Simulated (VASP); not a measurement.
# LiCl (P6_3/mmc) in VASP: further runs

Runs on LiCl. Level: r2SCAN. Tasks: single point.

All numbers are computed with VASP 6.6.1; they aren't measurements. Logs are shortened: lines on timing, memory, paths and dates and some standing lists are left out, and cuts for length are marked.

## (1) The cell of the first run

It takes space group P6_3/mmc (No. 194, hexagonal). The conventional cell has a = 3.575 Å, b = 3.575 Å, c = 6.024 Å, α = 90.00°, β = 90.00°, γ = 120.00°. Li (site symmetry -3m) has 6 Cl at 2.56 Å and 2 Li at 3.01 Å within 3.4 Å. Within 3.4 Å of Cl (site symmetry -6m2) lie 6 Li at 2.56 Å.

## (2) Single point, r2SCAN

POSCAR reads:

```
LiCl
1.0
    3.5749486122      0.0000000000      0.0000000000
   -1.7874743061      3.0959963154      0.0000000000
    0.0000000000      0.0000000000      6.0240820410
Li Cl
2 2
Direct
    0.0000000000      0.0000000000      0.0000000000
    0.0000000000      0.0000000000      0.5000000000
    0.3333333333      0.6666666667      0.2500000000
    0.6666666667      0.3333333333      0.7500000000
```

INCAR.step1 reads:

```
SYSTEM = LiCl
PREC = Accurate ; ENCUT = 520
ISMEAR = -1 ; SIGMA = 0.02
LREAL = .FALSE. ; LASPH = .TRUE.
NELM = 100 ; NBANDS = 18
GGA = PE ; ALGO = Normal
EDIFF = 1E-4 ; LWAVE = .TRUE.
LCHARG = .FALSE.
```

INCAR.step2 reads:

```
SYSTEM = LiCl
PREC = Accurate ; ENCUT = 520
EDIFF = 1E-6 ; ISMEAR = -1
SIGMA = 0.02 ; LREAL = .FALSE.
LASPH = .TRUE. ; NELM = 100
ALGO = Normal ; ISIF = 2
LWAVE = .FALSE. ; LCHARG = .TRUE.
METAGGA = R2SCAN ; LMIXTAU = .TRUE.
LELF = .TRUE. ; LVHAR = .TRUE.
NBANDS = 18 ; ISTART = 1
```

KPOINTS reads:

```
Automatic mesh
0
G
  12 12 4
  0 0 0
```

Potentials or basis: VASP PAW PBE potentials, release 64 (Li_sv, Cl).

Command:

```sh
$ cat potpaw_PBE.64/Li_sv/POTCAR potpaw_PBE.64/Cl/POTCAR > POTCAR
$ cp INCAR.step1 INCAR
$ mpirun -np 1 vasp_std > vasp.out
$ cp INCAR.step2 INCAR
$ mpirun -np 1 vasp_std > vasp.out
```

OUTCAR:

```text
SYSTEM = LiCl
   PREC = Accurate
   ENCUT = 520
   EDIFF = 1E-6
   ISMEAR = -1
   LREAL = .FALSE.
   LASPH = .TRUE.
   NELM = 100
   ISIF = 2
   METAGGA = R2SCAN
   ISTART = 1

 ion  position               nearest neighbor table
   1  0.000  0.000  0.000-   3 2.56   4 2.56   4 2.56   3 2.56   4 2.56   3 2.56
   2  0.000  0.000  0.500-   3 2.56   4 2.56   4 2.56   3 2.56   4 2.56   3 2.56
   3  0.333  0.667  0.250-   1 2.56   2 2.56   1 2.56   2 2.56   1 2.56   2 2.56
   4  0.667  0.333  0.750-   1 2.56   2 2.56   1 2.56   2 2.56   1 2.56   2 2.56

  LATTYP: Found a hexagonal cell.
 ALAT       =     3.5749486122
 C/A-ratio  =     1.6850821353

  Lattice vectors:

 A1 = (   3.5749486122,   0.0000000000,   0.0000000000)
 A2 = (  -1.7874743061,   3.0959963154,   0.0000000000)
 A3 = (   0.0000000000,   0.0000000000,   6.0240820410)

Analysis of symmetry for initial positions (statically):
=====================================================================
 Subroutine PRICEL returns:
 Original cell was already a primitive cell.

 Routine SETGRP: Setting up the symmetry group for a
 hexagonal supercell.

 Subroutine GETGRP returns: Found 24 space group operations
 (whereof 12 operations were pure point group operations)
 out of a pool of 24 trial point group operations.

The static configuration has the point symmetry D_3d.
 The point group associated with its full space group is D_6h.

Analysis of symmetry for dynamics (positions and initial velocities):
=====================================================================
 Subroutine PRICEL returns:
 Original cell was already a primitive cell.

 Routine SETGRP: Setting up the symmetry group for a
 hexagonal supercell.

 Subroutine GETGRP returns: Found 24 space group operations
 (whereof 12 operations were pure point group operations)
 out of a pool of 24 trial point group operations.

The dynamic configuration has the point symmetry D_3d.
 The point group associated with its full space group is D_6h.

 Subroutine INISYM returns: Found 24 space group operations
 (whereof 12 operations are pure point group operations),
 and found     1 'primitive' translations

----------------------------------------------------------------------------------------

                                     Primitive cell

  volume of cell :      66.6747

  direct lattice vectors                    reciprocal lattice vectors
     3.574948612  0.000000000  0.000000000     0.279724301  0.161498900  0.000000000
    -1.787474306  3.095996315  0.000000000     0.000000000  0.322997800  0.000000000
     0.000000000  0.000000000  6.024082041     0.000000000  0.000000000  0.166000395

  length of vectors
     3.574948612  3.574948612  6.024082041     0.322997800  0.322997800  0.166000395

  position of ions in fractional coordinates (direct lattice)
     0.000000000  0.000000000  0.000000000
     0.000000000  0.000000000  0.500000000
     0.333333333  0.666666667  0.250000000
     0.666666667  0.333333333  0.750000000

  ion indices of the primitive-cell ions
   primitive index   ion index
                 1           1
                 2           2
                 3           3
                 4           4

----------------------------------------------------------------------------------------

 KPOINTS: Automatic mesh

Automatic generation of k-mesh.
 Grid dimensions read from file:
 generate k-points for:   12   12    4

 Generating k-lattice:

  Cartesian coordinates                     Fractional coordinates (reciprocal lattice)
     0.023310358  0.013458242  0.000000000     0.083333333 -0.000000000  0.000000000
     0.000000000  0.026916483  0.000000000     0.000000000  0.083333333  0.000000000
     0.000000000  0.000000000  0.041500099     0.000000000  0.000000000  0.250000000

  Length of vectors
     0.026916483  0.026916483  0.041500099

  Shift w.r.t. Gamma in fractional coordinates (k-lattice)
     0.000000000  0.000000000  0.000000000

 Subroutine IBZKPT returns following result:
 ===========================================

 Found     57 irreducible k-points:

 Following reciprocal coordinates:
            Coordinates               Weight
  0.000000  0.000000  0.000000      1.000000
  0.083333 -0.000000  0.000000      6.000000
  0.166667 -0.000000  0.000000      6.000000
  0.250000  0.000000  0.000000      6.000000
  0.333333 -0.000000  0.000000      6.000000
  0.416667  0.000000  0.000000      6.000000
[... 16 lines left out ...]
  0.250000  0.000000  0.250000     12.000000
  0.333333 -0.000000  0.250000     12.000000
 [... further k-points ...]
   k-points           NKPTS =     57   k-points in BZ     NKDIM =     57   number of bands    NBANDS=     18
   number of dos      NEDOS =    301   number of ions     NIONS =      4
   total plane-waves  NPLWV =  37632
   dimension x,y,z NGX =    28 NGY =   28 NGZ =   48
   dimension x,y,z NGXF=    56 NGYF=   56 NGZF=   96
   ions per type =               2   2
   NGX,Y,Z   is equivalent  to a cutoff of  13.02, 13.02, 13.25 a.u.
   NGXF,Y,Z  is equivalent  to a cutoff of  26.04, 26.04, 26.49 a.u.
 SYSTEM =  LiCl
   PREC   = accura    normal or accurate (medium, high low for compatibility)
   ISTART =      1    job   : 0-new  1-cont  2-samecut
   ICHARG =      0    charge: 1-file 2-atom 10-const
   ISPIN  =      1    spin polarized calculation?
   LNONCOLLINEAR =      F non collinear calculations
   LSORBIT =      F    spin-orbit coupling
   LASPH  =      T    aspherical Exc in radial PAW
   ENCUT  =  520.0 eV  38.22 Ry    6.18 a.u.   6.65  6.65 11.20*2*pi/ulx,y,z
   NELM   =    100;   NELMIN=  2; NELMDL=  0     # of ELM steps
   EDIFF  = 0.1E-05   stopping-criterion for ELM
   LREAL  =      F    real-space projection
   EDIFFG = 0.1E-04   stopping-criterion for IOM
   NSW    =      0    number of steps for IOM
   IBRION =     -1    ionic relax: 0-MD 1-quasi-New 2-CG
   NFREE  =      0    steps in history (QN), initial steepest desc. (CG)
   ISIF   =      2    stress and relaxation
   ISYM   =      2    0-nonsym 1-usesym 2-fastsym
   POTIM  = 0.5000    time-step for ionic-motion
   TEBEG  =    0.0;   TEEND  =   0.0 temperature during run
   PSTRESS=    0.0 pullay stress
   NELECT =      20.0000    total number of electrons
   NUPDOWN=      -1.0000    fix difference up-down
   EMIN   =  10.00;   EMAX   =-10.00  energy-range for DOS
   EFERMI =   0.00;   METHOD = LEGACY
   ISMEAR =    -1;   SIGMA  =   0.02  broadening in eV -4-tet -1-fermi 0-gaus
   EFERMI_NEDOS =   21; number of points for ismear=-14 and -15
   IALGO  =     38    algorithm
   IMIX   =      4    mixing-type and parameters
     AMIX     =   0.40;   BMIX     =  1.00
     AMIX_MAG =   1.60;   BMIX_MAG =  1.00
  volume/ion in A,a.u.               =      16.67       112.49
  Fermi-wavevector in a.u.,A,eV,Ry     =   1.095884  2.070920 16.340067  1.200961
  Thomas-Fermi vector in A             =   2.232216
   LORBIT       =      0    0 simple, 1 ext, 2 COOP (PROOUT), +10 PAW based schemes
   METAGGA = R2SCAN    functional components
   LHFCALC =     F    Hartree Fock is set to
   AEXX    =    0.0000 exact exchange contribution
   IVDW    =     0    specifies the selected vdW correction
   LEPSILON=     F    determine dielectric tensor
   LRPA    =     F    only Hartree local field effects (RPA)
 non-spin polarized calculation
  energy-cutoff  :      520.00
  volume of cell :       66.67
 maximum number of plane-waves:      1834
 NGX is ok and might be reduce to    28
   NGX = 13   NGY = 13   NGZ = 23

 number of electron      19.9999997 magnetization

 Free energy of the ion-electron system (eV)
  ---------------------------------------------------
  ext. energy  EPLUGINS =         0.00000000
  ---------------------------------------------------
  free energy    TOTEN  =       -25.10712586 eV

  energy without entropy =      -25.10712586  energy(sigma->0) =      -25.10712586

 E-fermi :   0.7658     XC(G=0):  -9.2167

 val. band max:        0.3260274769   @ k =   0.0833  -0.0000   0.0000
 cond. band min:       7.6549055360   @ k =   0.0000   0.0000   0.0000
 fundamental gap:      7.3288780591
 Fermi energy:         0.7657647027

 k-point     1 :       0.0000    0.0000    0.0000
  band No.  band energies     occupation
      1     -44.5596      2.00000
      2     -44.5521      2.00000
      3     -13.7546      2.00000
      4     -13.2169      2.00000
      5      -2.6386      2.00000
      6       0.0998      2.00000
[... 10 lines left out ...]
     17      13.6931      0.00000
     18      13.9120      0.00000

 k-point     2 :       0.0833   -0.0000    0.0000
  band No.  band energies     occupation
      1     -44.5594      2.00000
      2     -44.5521      2.00000
      3     -13.7210      2.00000
      4     -13.1927      2.00000
      5      -2.5937      2.00000
      6      -0.1627      2.00000
[... 10 lines left out ...]
     17      13.0673      0.00000
     18      13.1652      0.00000

 k-point     3 :       0.1667   -0.0000    0.0000
  band No.  band energies     occupation
      1     -44.5590      2.00000
      2     -44.5518      2.00000
      3     -13.6256      2.00000
      4     -13.1269      2.00000
      5      -2.4614      2.00000
      6      -0.7565      2.00000
[... 10 lines left out ...]
     17      12.3017      0.00000
     18      13.4998      0.00000

 k-point     4 :       0.2500    0.0000    0.0000
  band No.  band energies     occupation
      1     -44.5584      2.00000
      2     -44.5513      2.00000
      3     -13.4848      2.00000
      4     -13.0395      2.00000
      5      -2.2527      2.00000
      6      -1.4183      2.00000
[... 375 lines left out ...]
      4     -13.2062      2.00000
      5      -2.1759      2.00000
      6      -0.6941      2.00000
[... 10 lines left out ...]
     17      12.4980      0.00000
     18      12.8783      0.00000

 k-point    23 :       0.2500    0.0000    0.2500
  band No.  band energies     occupation
      1     -44.5574      2.00000
      2     -44.5523      2.00000
      3     -13.4239      2.00000
      4     -13.1094      2.00000
      5      -2.1007      2.00000
      6      -1.2401      2.00000
[... 10 lines left out ...]
     17      12.5025      0.00000
     18      13.0341      0.00000

 k-point    24 :       0.3333   -0.0000    0.2500
  band No.  band energies     occupation
      1     -44.5568      2.00000
      2     -44.5518      2.00000
      3     -13.2757      2.00000
      4     -13.0154      2.00000
      5      -2.2452      2.00000
      6      -1.8209      2.00000
[... 10 lines left out ...]
     17      13.0916      0.00000
     18      13.7520      0.00000

 [... further k-points ...]

------------------------ aborting loop because EDIFF is reached ----------------------------------------

  FORCE on cell =-STRESS in cart. coord.  units (eV):
  Direction    XX          YY          ZZ          XY          YZ          ZX
  --------------------------------------------------------------------------------------
  -------------------------------------------------------------------------------------
  Total       -0.2280342     -0.2280342     -0.1834807      0.0000000      0.0000000      0.0000000
  in kB       -5.4796065     -5.4796065     -4.4089965      0.0000000      0.0000000      0.0000000
  external PRESSURE =      -5.1227365 kB  Pullay stress =       0.0000000 kB

 VOLUME and BASIS-vectors are now :
 -----------------------------------------------------------------------------
  energy-cutoff  :      520.00
  volume of cell :       66.67
      direct lattice vectors                 reciprocal lattice vectors
     3.574948612  0.000000000  0.000000000     0.279724301  0.161498900  0.000000000
    -1.787474306  3.095996315  0.000000000     0.000000000  0.322997800  0.000000000
     0.000000000  0.000000000  6.024082041     0.000000000  0.000000000  0.166000395

 POSITION                                       TOTAL-FORCE (eV/Angst)
 -----------------------------------------------------------------------------------
      0.00000      0.00000      0.00000         0.000000      0.000000      0.000000
      0.00000      0.00000      3.01204         0.000000      0.000000      0.000000
     -0.00000      2.06400      1.50602        -0.000000      0.000000     -0.000000
      1.78747      1.03200      4.51806         0.000000     -0.000000     -0.000000
 -----------------------------------------------------------------------------------
    total drift:                                0.000000     -0.000000     -0.000000

  FREE ENERGIE OF THE ION-ELECTRON SYSTEM (eV)
  ---------------------------------------------------
  free  energy   TOTEN  =       -25.1071258611 eV

  energy  without entropy=      -25.1071258611  energy(sigma->0) =      -25.10712586
```

Run time: 3.6 min. Hardware: 1 thread of Intel Xeon 6975P-C (Granite Rapids), shared host; peak memory 0.21 GiB.

What came out:

- Free energy: -25.1071 eV
- Band gap on the k mesh: 7.33 eV, indirect (the least direct gap lies 0.7 meV higher)

Caveat: the cutoff is under 1.25 times the usual one of these potentials, so pressure, stress and relaxed cells hold a basis-set (Pulay) error; the PAW data sets were made with another functional, which shifts forces and pressure a little. r2SCAN opens gaps a little over a GGA but as a rule still falls short of measured ones.

## (3) Single point, r2SCAN

POSCAR is that of step 2.

INCAR.step1 reads:

```
SYSTEM = LiCl
PREC = Accurate ; ENCUT = 520
ISMEAR = 0 ; SIGMA = 0.01
LREAL = .False. ; LASPH = .True.
NELM = 80 ; NBANDS = 18
GGA = PE ; ALGO = Normal
EDIFF = 1E-4 ; LWAVE = .True.
LCHARG = .False.
```

INCAR.step2 reads:

```
SYSTEM = LiCl
PREC = Accurate ; ENCUT = 520
EDIFF = 1E-7 ; ISMEAR = 0
SIGMA = 0.01 ; LREAL = .False.
LASPH = .True. ; NELM = 80
ALGO = Normal ; ISIF = 2
LWAVE = .False. ; LCHARG = .False.
METAGGA = R2SCAN ; LMIXTAU = .True.
NBANDS = 18 ; ISTART = 1
```

KPOINTS reads:

```
Automatic mesh
0
Gamma
  12 12 4
  0 0 0
```

Potentials or basis: VASP PAW PBE potentials, release 64 (Li_sv, Cl).

Command:

```sh
$ cat potpaw_PBE.64/Li_sv/POTCAR potpaw_PBE.64/Cl/POTCAR > POTCAR
$ cp INCAR.step1 INCAR
$ mpirun -np 1 vasp_std > vasp.out
$ cp INCAR.step2 INCAR
$ mpirun -np 1 vasp_std > vasp.out
```

OUTCAR:

```text
SYSTEM = LiCl
   PREC = Accurate
   ENCUT = 520
   EDIFF = 1E-7
   ISMEAR = 0
   LREAL = .False.
   LASPH = .True.
   NELM = 80
   ISIF = 2
   METAGGA = R2SCAN
   ISTART = 1

 ion  position               nearest neighbor table
   1  0.000  0.000  0.000-   3 2.56   4 2.56   4 2.56   3 2.56   4 2.56   3 2.56
   2  0.000  0.000  0.500-   3 2.56   4 2.56   4 2.56   3 2.56   4 2.56   3 2.56
   3  0.333  0.667  0.250-   1 2.56   2 2.56   1 2.56   2 2.56   1 2.56   2 2.56
   4  0.667  0.333  0.750-   1 2.56   2 2.56   1 2.56   2 2.56   1 2.56   2 2.56

  LATTYP: Found a hexagonal cell.
 ALAT       =     3.5749486122
 C/A-ratio  =     1.6850821353

  Lattice vectors:

 A1 = (   3.5749486122,   0.0000000000,   0.0000000000)
 A2 = (  -1.7874743061,   3.0959963154,   0.0000000000)
 A3 = (   0.0000000000,   0.0000000000,   6.0240820410)

Analysis of symmetry for initial positions (statically):
=====================================================================
 Subroutine PRICEL returns:
 Original cell was already a primitive cell.

 Routine SETGRP: Setting up the symmetry group for a
 hexagonal supercell.

 Subroutine GETGRP returns: Found 24 space group operations
[... 176 lines left out ...]
 fundamental gap:      7.3288640175
 Fermi energy:         0.4073153803

 k-point     1 :       0.0000    0.0000    0.0000
  band No.  band energies     occupation
      1     -44.5594      2.00000
      2     -44.5520      2.00000
      3     -13.7546      2.00000
      4     -13.2169      2.00000
      5      -2.6386      2.00000
      6       0.0998      2.00000
[... 481 lines left out ...]
      5      -2.2452      2.00000
      6      -1.8209      2.00000
[... 10 lines left out ...]
     17      13.0915      0.00000
     18      13.7519      0.00000

 [... further k-points ...]

------------------------ aborting loop because EDIFF is reached ----------------------------------------

  FORCE on cell =-STRESS in cart. coord.  units (eV):
  Direction    XX          YY          ZZ          XY          YZ          ZX
  --------------------------------------------------------------------------------------
  -------------------------------------------------------------------------------------
  Total       -0.2279982     -0.2279982     -0.1834291     -0.0000000      0.0000000      0.0000000
  in kB       -5.4787423     -5.4787423     -4.4077582     -0.0000000      0.0000000      0.0000000
  external PRESSURE =      -5.1217476 kB  Pullay stress =       0.0000000 kB

 VOLUME and BASIS-vectors are now :
 -----------------------------------------------------------------------------
  energy-cutoff  :      520.00
  volume of cell :       66.67
      direct lattice vectors                 reciprocal lattice vectors
     3.574948612  0.000000000  0.000000000     0.279724301  0.161498900  0.000000000
    -1.787474306  3.095996315  0.000000000     0.000000000  0.322997800  0.000000000
     0.000000000  0.000000000  6.024082041     0.000000000  0.000000000  0.166000395

 POSITION                                       TOTAL-FORCE (eV/Angst)
 -----------------------------------------------------------------------------------
      0.00000      0.00000      0.00000         0.000000      0.000000     -0.000000
      0.00000      0.00000      3.01204         0.000000      0.000000     -0.000000
     -0.00000      2.06400      1.50602         0.000000     -0.000000      0.000000
      1.78747      1.03200      4.51806        -0.000000      0.000000      0.000000
 -----------------------------------------------------------------------------------
    total drift:                                0.000000     -0.000000     -0.000000

  FREE ENERGIE OF THE ION-ELECTRON SYSTEM (eV)
  ---------------------------------------------------
  free  energy   TOTEN  =       -25.1071264834 eV

  energy  without entropy=      -25.1071264834  energy(sigma->0) =      -25.10712648
```

OSZICAR.step1:

```text
N       E                     dE             d eps       ncg     rms          rms(c)
DAV:   1     0.116693837326E+03    0.11669E+03   -0.83152E+03  2052   0.106E+03
DAV:   2    -0.449520206686E+01   -0.12119E+03   -0.11675E+03  2634   0.224E+02
DAV:   3    -0.146365757646E+02   -0.10141E+02   -0.10093E+02  3796   0.586E+01
DAV:   4    -0.148265046291E+02   -0.18993E+00   -0.18961E+00  2748   0.852E+00
DAV:   5    -0.148342886182E+02   -0.77840E-02   -0.77827E-02  3150   0.150E+00    0.341E+00
DAV:   6    -0.146993683082E+02    0.13492E+00   -0.22482E-01  2464   0.236E+00    0.243E+00
DAV:   7    -0.147014800717E+02   -0.21118E-02   -0.94175E-02  3056   0.161E+00    0.124E+00
DAV:   8    -0.147086963338E+02   -0.72163E-02   -0.16495E-02  2448   0.804E-01    0.200E-01
DAV:   9    -0.147086483522E+02    0.47982E-04   -0.67780E-04  2900   0.183E-01
   1 F= -.14708648E+02 E0= -.14708648E+02  d E =-.301376E-36
```

Run time: 4.3 min. Hardware: 1 thread of Intel Xeon 6975P-C (Granite Rapids), shared host; peak memory 0.22 GiB.

Results:

```
Free energy            : -25.1071 eV
Band gap on the k mesh : 7.33 eV, indirect (the least direct gap lies 0.7 meV higher)
```

Caveat: the cutoff is under 1.25 times the usual one of these potentials, so pressure, stress and relaxed cells hold a basis-set (Pulay) error; the PAW data sets were made with another functional, which shifts forces and pressure a little.
